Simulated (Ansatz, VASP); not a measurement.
## One calculation of BN, two programs

```
B N
1.0
     0.00000    3.49532    2.16609
     1.25163    0.00000    2.16609
     1.25163    3.49532    0.00000
B N
1 1
Direct
  0.00005 0.00005 0.99995
  0.66665 0.66665 0.33335
```

Alike in both runs: task single point; functional PBE; k mesh 12 × 12 × 12; occupations gaussian, width 0.2 eV; no spin polarisation.

```csv
,VASP,Ansatz
version,VASP 6.6.1,Ansatz 0.2.0
potentials or method,"VASP PAW PBE potentials, release 64 (B, N), cutoff 520 eV","scalar-relativistic, plane waves, PAW"
valence electrons in the cell,8,8
```

Ansatz gave:

```
gap on the k mesh at the Fermi level (eV)                     : 3.85
least direct gap on the mesh (eV)                             : 4.56
pressure (GPa)                                                : 3.2
traceless stress, the component that is largest in VASP (GPa) : -1.49
rms of the force components (eV/Å)                            : 0.006
```

Problem. What did VASP give for the same quantities?

Solution. gap on the k mesh at the Fermi level (eV): 3.85; least direct gap on the mesh (eV): 4.55; pressure (GPa): 3.3; traceless stress, the component that is largest in VASP (GPa): -1.69; rms of the force components (eV/Å): 0.006.

Atom by atom the forces differ by 0.000 eV/Å (rms over components). With one functional, cell and mesh, what is left measures potentials, basis and numerics.
